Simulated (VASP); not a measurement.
# Si36H11O in VASP: single point with PBEsol

Aim: the single point of Si36H11O with PBEsol.

Program: VASP 6.6.1. These are calculated values, not measurements. Logs are shortened: lines on timing, memory, paths and dates and some standing lists are left out, and cuts for length are marked.

### 1 The cell of the first run

The cell holds a slab with vacuum, 48 atoms: a = 11.519 Å, b = 11.519 Å, c = 18.419 Å, α = 90.00°, β = 90.00°, γ = 60.00°.

### 2 Single point, PBEsol, collinear spin, ferromagnetic start

INCAR reads:

```
PREC = Accurate
ENCUT = 520
EDIFF = 1E-6
ISMEAR = -1
SIGMA = 0.05
LREAL = Auto
LASPH = True
NELM = 150
ALGO = Normal
ISIF = 2
LWAVE = False
LCHARG = False
ISPIN = 2
MAGMOM = 0 0 0 0 0 0 0 0 0 0 0 0 0 0 0 0 0 0 0 0 0 0 0 0 0 0 0 0 0 0 0 0 0 0 0 0 0 0 0 0 0 0 0 0 0 0 0 1
LORBIT = 11
GGA = PS
NBANDS = 114
```

KPOINTS reads:

```
regular mesh
0
Gamma
  1 1 1
```

POSCAR reads:

```
Si36H11O
1.0
   11.5187690000      0.0000000000      0.0000000000
    5.7593850000      9.9755470000      0.0000000000
    0.0000000000      0.0000000000     18.4187650000
H Si O
11 36 1
Direct
    0.1111112597      0.1111117014      0.0542924566
    0.4444454901      0.1111117014      0.0542924566
    0.7777797205      0.1111117014      0.0542924566
    0.1111108082      0.4444468058      0.0542924566
    0.4444450387      0.4444468058      0.0542924566
    0.7777792691      0.4444468058      0.0542924566
    0.1111103568      0.7777819101      0.0542924566
    0.4444445872      0.7777819101      0.0542924566
    0.7777788177      0.7777819101      0.0542924566
    0.9793696663      1.0030527649      0.4514526354
    0.8820656934      0.7618329100      0.4277051149
    0.1111112597      0.1111117014      0.1357311416
    0.4444454901      0.1111117014      0.1357311416
    0.7777797205      0.1111117014      0.1357311416
    0.1111108082      0.4444468058      0.1357311416
    0.4444450387      0.4444468058      0.1357311416
    0.7777792691      0.4444468058      0.1357311416
    0.1111103568      0.7777819101      0.1357311416
    0.4444445872      0.7777819101      0.1357311416
    0.7777788177      0.7777819101      0.1357311416
   -0.1105040778      0.2215116625      0.1767382341
    0.2224340173      0.2218524959      0.1755220830
    0.5555779748      0.2217121527      0.1764613425
   -0.1106056164      0.5564206153      0.1774711822
    0.2213964144      0.5562201251      0.1769716916
    0.5550571354      0.5564005663      0.1751366066
   -0.1140219010      0.8924723627      0.1582516526
    0.2236266996      0.8879412828      0.1754732198
    0.5554842617      0.8883422633      0.1755872340
   -0.1090842850      0.2159981804      0.3026261533
    0.2225917234      0.2215718095      0.3001015540
    0.5594165216      0.2154067341      0.3023112570
   -0.1129532085      0.5534934576      0.3038694505
    0.2267286256      0.5532127712      0.3031256439
    0.5557429279      0.5547164481      0.2996509267
   -0.1201745557      0.9055242785      0.2780859629
    0.2187001919      0.8909185632      0.2993143134
    0.5575259392      0.8914298133      0.3000798371
   -0.0011011655     -0.0082501742      0.3431283259
    0.3344255594     -0.0021652948      0.3334479809
    0.6768436036     -0.0066161785      0.3435355193
    0.0008061432      0.3291348334      0.3359128584
    0.3369185188      0.3298465738      0.3354622310
    0.6670029439      0.3323527021      0.3346858489
   -0.0053138952      0.6772961924      0.3149994041
    0.3345165213      0.6698078812      0.3351310471
    0.6618662603      0.6696575135      0.3351419056
    0.9618562556      0.7571815360      0.4086104579
```

Potentials or basis: VASP PAW PBE potentials, release 64 (H, Si, O).

On the command line:

```sh
cat potpaw_PBE.64/H/POTCAR potpaw_PBE.64/Si/POTCAR potpaw_PBE.64/O/POTCAR > POTCAR
mpirun -np 1 vasp_gam > vasp.out
```

OUTCAR:

```text
PREC = Accurate
   ENCUT = 520
   EDIFF = 1E-6
   ISMEAR = -1
   LREAL = Auto
   LASPH = True
   NELM = 150
   ISIF = 2
   ISPIN = 2
   LORBIT = 11
   GGA = PS

 ion  position               nearest neighbor table
   1  0.111  0.111  0.054-  12 1.50
   2  0.444  0.111  0.054-  13 1.50
   3  0.778  0.111  0.054-  14 1.50
   4  0.111  0.444  0.054-  15 1.50
   5  0.444  0.444  0.054-  16 1.50
   6  0.778  0.444  0.054-  17 1.50
   7  0.111  0.778  0.054-  18 1.50
   8  0.444  0.778  0.054-  19 1.50
   9  0.778  0.778  0.054-  20 1.50
  10  0.979  0.003  0.451-  39 2.00
  11  0.882  0.762  0.428-  48 0.96
  12  0.111  0.111  0.136-   1 1.50  22 2.33  21 2.34  28 2.34
  13  0.444  0.111  0.136-   2 1.50  22 2.33  23 2.34  29 2.34
  14  0.778  0.111  0.136-   3 1.50  27 2.22  23 2.34  21 2.34
  15  0.111  0.444  0.136-   4 1.50  22 2.34  24 2.34  25 2.34
  16  0.444  0.444  0.136-   5 1.50  26 2.34  23 2.35  25 2.35
  17  0.778  0.444  0.136-   6 1.50  26 2.34  21 2.35  24 2.36
[... 20 lines left out ...]
  38  0.558  0.891  0.300-  29 2.29  47 2.31  40 2.31  41 2.35
  39  0.999  0.992  0.343-  10 2.00  37 2.34  30 2.36  36 2.38
  40  0.334  0.998  0.333-  37 2.31  38 2.31  31 2.31
  41  0.677  0.993  0.344-  32 2.34  38 2.35  36 2.36
  42  0.001  0.329  0.336-  30 2.31  31 2.31  33 2.31
  43  0.337  0.330  0.335-  32 2.30  34 2.31  31 2.31
  44  0.667  0.332  0.335-  35 2.31  30 2.31  32 2.32
  45  0.995  0.677  0.315-  48 1.90  33 2.32  34 2.33  36 2.38
  46  0.335  0.670  0.335-  35 2.30  37 2.30  34 2.32
  47  0.662  0.670  0.335-  35 2.30  38 2.31  33 2.32
  48  0.962  0.757  0.409-  11 0.96  45 1.90

  LATTYP: Found a hexagonal cell.
 ALAT       =    11.5187696186
 C/A-ratio  =     1.5990219103

  Lattice vectors:

 A1 = (  -5.7593850000,  -9.9755470000,   0.0000000000)
 A2 = (  11.5187690000,   0.0000000000,   0.0000000000)
 A3 = (   0.0000000000,   0.0000000000,  18.4187650000)

Analysis of symmetry for initial positions (statically):
=====================================================================
 Subroutine PRICEL returns:
 Original cell was already a primitive cell.

 Routine SETGRP: Setting up the symmetry group for a
 hexagonal supercell.

 Subroutine GETGRP returns: Found  1 space group operations
 (whereof  1 operations were pure point group operations)
 out of a pool of 24 trial point group operations.

The static configuration has the point symmetry C_1 .

Analysis of symmetry for dynamics (positions and initial velocities):
=====================================================================
 Subroutine PRICEL returns:
 Original cell was already a primitive cell.

 Routine SETGRP: Setting up the symmetry group for a
 hexagonal supercell.

 Subroutine GETGRP returns: Found  1 space group operations
 (whereof  1 operations were pure point group operations)
 out of a pool of 24 trial point group operations.

The dynamic configuration has the point symmetry C_1 .

Analysis of structural, dynamic, and magnetic symmetry:
=====================================================================
 Subroutine PRICEL returns:
 Original cell was already a primitive cell.

 Routine SETGRP: Setting up the symmetry group for a
 hexagonal supercell.

 Subroutine GETGRP returns: Found  1 space group operations
 (whereof  1 operations were pure point group operations)
 out of a pool of 24 trial point group operations.

The overall configuration has the point symmetry C_1 .

 Subroutine INISYM returns: Found  1 space group operations
 (whereof  1 operations are pure point group operations),
 and found     1 'primitive' translations

----------------------------------------------------------------------------------------

                                     Primitive cell

  volume of cell :    2116.4270

  direct lattice vectors                    reciprocal lattice vectors
    11.518769000  0.000000000  0.000000000     0.086814832 -0.050122569  0.000000000
     5.759385000  9.975547000  0.000000000     0.000000000  0.100245129  0.000000000
     0.000000000  0.000000000 18.418765000     0.000000000  0.000000000  0.054292457

  length of vectors
    11.518769000 11.518769619 18.418765000     0.100245135  0.100245129  0.054292457

  position of ions in fractional coordinates (direct lattice)
[... 134 lines left out ...]
   ions per type =              11  36   1
   NGX,Y,Z   is equivalent  to a cutoff of  12.99, 12.99, 12.64 a.u.
   NGXF,Y,Z  is equivalent  to a cutoff of  25.98, 25.98, 25.27 a.u.
 SYSTEM =  unknown system
   PREC   = accura    normal or accurate (medium, high low for compatibility)
   ISTART =      0    job   : 0-new  1-cont  2-samecut
   ICHARG =      2    charge: 1-file 2-atom 10-const
   ISPIN  =      2    spin polarized calculation?
   LNONCOLLINEAR =      F non collinear calculations
   LSORBIT =      F    spin-orbit coupling
   LASPH  =      T    aspherical Exc in radial PAW
   ENCUT  =  520.0 eV  38.22 Ry    6.18 a.u.  21.42 21.42 34.25*2*pi/ulx,y,z
   NELM   =    150;   NELMIN=  2; NELMDL= -5     # of ELM steps
   EDIFF  = 0.1E-05   stopping-criterion for ELM
   LREAL  =      T    real-space projection
   EDIFFG = 0.1E-04   stopping-criterion for IOM
   NSW    =      0    number of steps for IOM
   IBRION =     -1    ionic relax: 0-MD 1-quasi-New 2-CG
   NFREE  =      0    steps in history (QN), initial steepest desc. (CG)
   ISIF   =      2    stress and relaxation
   ISYM   =      2    0-nonsym 1-usesym 2-fastsym
   POTIM  = 0.5000    time-step for ionic-motion
   TEBEG  =    0.0;   TEEND  =   0.0 temperature during run
   PSTRESS=    0.0 pullay stress
   NELECT =     161.0000    total number of electrons
   NUPDOWN=      -1.0000    fix difference up-down
   EMIN   =  10.00;   EMAX   =-10.00  energy-range for DOS
   EFERMI =   0.00;   METHOD = LEGACY
   ISMEAR =    -1;   SIGMA  =   0.05  broadening in eV -4-tet -1-fermi 0-gaus
   EFERMI_NEDOS =   21; number of points for ismear=-14 and -15
   IALGO  =     38    algorithm
   IMIX   =      4    mixing-type and parameters
     AMIX     =   0.40;   BMIX     =  1.00
     AMIX_MAG =   1.60;   BMIX_MAG =  1.00
  volume/ion in A,a.u.               =      44.09       297.55
  Fermi-wavevector in a.u.,A,eV,Ry     =   0.693664  1.310834  6.546708  0.481169
  Thomas-Fermi vector in A             =   1.775940
   LORBIT       =     11    0 simple, 1 ext, 2 COOP (PROOUT), +10 PAW based schemes
   GGA     = PS    functional components
   LHFCALC =     F    Hartree Fock is set to
   AEXX    =    0.0000 exact exchange contribution
   IVDW    =     0    specifies the selected vdW correction
   LEPSILON=     F    determine dielectric tensor
   LRPA    =     F    only Hartree local field effects (RPA)
 spin polarized calculation
  energy-cutoff  :      520.00
  volume of cell :     2116.43
 maximum number of plane-waves:     28553
 NGX is ok and might be reduce to    90
   NGX = 43   NGY = 43   NGZ = 69

 number of electron     161.0000006 magnetization       1.9093306

 Free energy of the ion-electron system (eV)
  ---------------------------------------------------
  ext. energy  EPLUGINS =         0.00000000
  ---------------------------------------------------
  free energy    TOTEN  =      -231.78677756 eV

  energy without entropy =     -231.68713882  energy(sigma->0) =     -231.73695819

 E-fermi :  -1.1120     XC(G=0):  -4.1596

 val. band max:       -1.1174189370   @ k =   0.0000   0.0000   0.0000
 cond. band min:      -0.6793652320   @ k =   0.0000   0.0000   0.0000
 fundamental gap:      0.4380537050
 Fermi energy:        -1.1120329617

 spin component 1

 k-point     1 :       0.0000    0.0000    0.0000
  band No.  band energies     occupation
      1     -20.3679      1.00000
      2     -12.7286      1.00000
      3     -11.6297      1.00000
      4     -11.5386      1.00000
      5     -11.5139      1.00000
      6     -11.4856      1.00000
[... 84 lines left out ...]
     91       0.5663      0.00000
     92       0.7787      0.00000
 Fermi energy:        -1.1120329617

 spin component 2

 k-point     1 :       0.0000    0.0000    0.0000
  band No.  band energies     occupation
      1     -20.3625      1.00000
      2     -12.6881      1.00000
      3     -11.6006      1.00000
      4     -11.4856      1.00000
      5     -11.4503      1.00000
      6     -11.4401      1.00000
[... 84 lines left out ...]
     91       0.5973      0.00000
     92       0.8029      0.00000
 [bands above 92 left out]

------------------------ aborting loop because EDIFF is reached ----------------------------------------

  FORCE on cell =-STRESS in cart. coord.  units (eV):
  Direction    XX          YY          ZZ          XY          YZ          ZX
  --------------------------------------------------------------------------------------
  -------------------------------------------------------------------------------------
  Total       18.7610878     18.7713403      4.3114339      0.1586469     -3.7256263     -0.0578929
  in kB       14.2025166     14.2102779      3.2638412      0.1200989     -2.8203732     -0.0438261
  external PRESSURE =      10.5588785 kB  Pullay stress =       0.0000000 kB

 VOLUME and BASIS-vectors are now :
 -----------------------------------------------------------------------------
  energy-cutoff  :      520.00
  volume of cell :     2116.43
      direct lattice vectors                 reciprocal lattice vectors
    11.518769000  0.000000000  0.000000000     0.086814832 -0.050122569  0.000000000
     5.759385000  9.975547000  0.000000000     0.000000000  0.100245129  0.000000000
     0.000000000  0.000000000 18.418765000     0.000000000  0.000000000  0.054292457

 POSITION                                       TOTAL-FORCE (eV/Angst)
 -----------------------------------------------------------------------------------
      1.91980      1.10840      1.00000        -0.006020      0.015354     -0.107931
      5.75940      1.10840      1.00000         0.016373      0.006514     -0.106657
      9.59900      1.10840      1.00000        -0.008688      0.443585     -0.249500
      3.83960      4.43360      1.00000        -0.007838      0.022620     -0.101594
      7.67920      4.43360      1.00000         0.029356     -0.028779     -0.113680
     11.51880      4.43360      1.00000        -0.010728     -0.035873     -0.108081
[... 40 lines left out ...]
     11.48070      6.68020      6.17290         0.236959     -0.080695      0.001301
     15.44030      7.55330      7.52610         0.770254     -1.370083     -2.142122
 -----------------------------------------------------------------------------------
    total drift:                               -0.003827      0.012455     -0.009652

  FREE ENERGIE OF THE ION-ELECTRON SYSTEM (eV)
  ---------------------------------------------------
  free  energy   TOTEN  =      -231.7867775647 eV

  energy  without entropy=     -231.6871388195  energy(sigma->0) =     -231.73695819

 total charge

# of ion       s       p       d       tot
------------------------------------------
    1        0.546   0.014   0.000   0.559
    2        0.545   0.014   0.000   0.559
    3        0.549   0.014   0.000   0.562
    4        0.545   0.014   0.000   0.559
    5        0.546   0.014   0.000   0.560
    6        0.547   0.014   0.000   0.561
[... 40 lines left out ...]
   47        0.766   0.915   0.000   1.681
   48        1.567   3.495   0.000   5.062
--------------------------------------------------
tot         34.247  38.512   0.000  72.758

 magnetization (x)

# of ion       s       p       d       tot
------------------------------------------
    1        0.001   0.000   0.000   0.001
    2        0.000   0.000   0.000   0.000
    3        0.002   0.000   0.000   0.002
    4        0.001   0.000   0.000   0.001
    5        0.001   0.000   0.000   0.001
    6        0.002   0.000   0.000   0.002
[... 40 lines left out ...]
   47        0.028   0.191   0.000   0.219
   48        0.000   0.003   0.000   0.003
--------------------------------------------------
tot          0.124   0.510   0.000   0.634
```

It took 73 min on 1 thread of Intel Xeon 8259CL, shared host; peak memory 2.6 GiB.

Results:

```yaml
Free_energy: -231.7868 eV
Largest_force: 3.359 eV/Å
Net_moment: 1.91 μB per cell
Site_moments: H +0.00, -0.00 (each value once); Si +0.01, +0.03, -0.00, -0.01, +0.04, +0.02, +0.00, -0.21, +0.22, +0.20 (each value once); O +0.00 μB
Valence_electrons_inside_the_program's_atomic_spheres: H 0.56, 0.41, 0.76 (each value once); Si 1.73, 1.75, 1.72, 1.74, 1.71, 1.70, 1.80, 1.61, 1.68, 1.66, 1.62 (each value once); O 5.06
```

Forces in eV/Å, atoms in the order of the input:
```
H   -0.006  0.015 -0.108
H    0.016  0.007 -0.107
H   -0.009  0.444 -0.249
H   -0.008  0.023 -0.102
H    0.029 -0.029 -0.114
H   -0.011 -0.036 -0.108
H    0.216 -0.174 -0.171
H   -0.021  0.017 -0.105
H   -0.186 -0.152 -0.172
H    0.249 -0.240 -2.911
H   -0.840  0.063  0.415
Si   0.016 -0.075  0.056
Si  -0.014 -0.062  0.102
Si  -0.016  0.984 -0.723
Si   0.014  0.028  0.198
Si  -0.173  0.103  0.139
Si   0.212  0.019  0.195
Si   0.264 -0.113 -0.330
Si   0.011 -0.049  0.071
Si  -0.434 -0.195 -0.261
Si   0.019  0.013 -0.244
Si   0.004  0.012 -0.472
Si  -0.055 -0.025 -0.247
Si  -0.195 -0.251 -0.357
Si   0.168 -0.234 -0.388
Si  -0.037 -0.139 -0.449
Si   0.366 -0.226 -0.053
Si  -0.246  0.264 -0.518
Si   0.091  0.210 -0.357
Si   0.035 -0.054  0.345
Si   0.012 -0.007  0.466
Si   0.091 -0.079  0.476
Si  -0.005  0.000 -0.004
Si  -0.082  0.107  0.077
Si   0.021 -0.043  0.440
Si  -0.180 -0.686  1.659
Si   0.094 -0.092  0.776
Si   0.095  0.030  0.564
Si  -0.466  0.453  2.150
Si   0.041  0.148 -0.024
Si   0.108  0.039 -0.348
Si   0.059  0.138  0.016
Si  -0.108  0.077 -0.083
Si  -0.058 -0.118 -0.043
Si   0.129  1.468  3.018
Si  -0.219 -0.132  0.027
Si   0.237 -0.081  0.001
O    0.770 -1.370 -2.142
```

Levels at points of the mesh, in eV from the Fermi level:
Spin up:
```csv
k point,band 78,band 79,band 80,band 81,band 82,band 83,band 84,band 85,band 86,band 87
"(0.00, 0.00, 0.00)",-0.26,-0.22,-0.19,-0.17,-0.01,0.43,0.56,1.01,1.22,1.31
```
Spin down:
```tsv
k point	band 76	band 77	band 78	band 79	band 80	band 81	band 82	band 83	band 84	band 85
(0.00, 0.00, 0.00)	-0.31	-0.23	-0.21	-0.18	-0.02	0.43	0.45	0.49	0.62	1.00
```

Caveat: the k points lie up to 0.63 Å⁻¹ apart; there is no dipole correction, which matters where the two faces differ; the PAW data sets were made with another functional, which shifts forces and pressure a little.
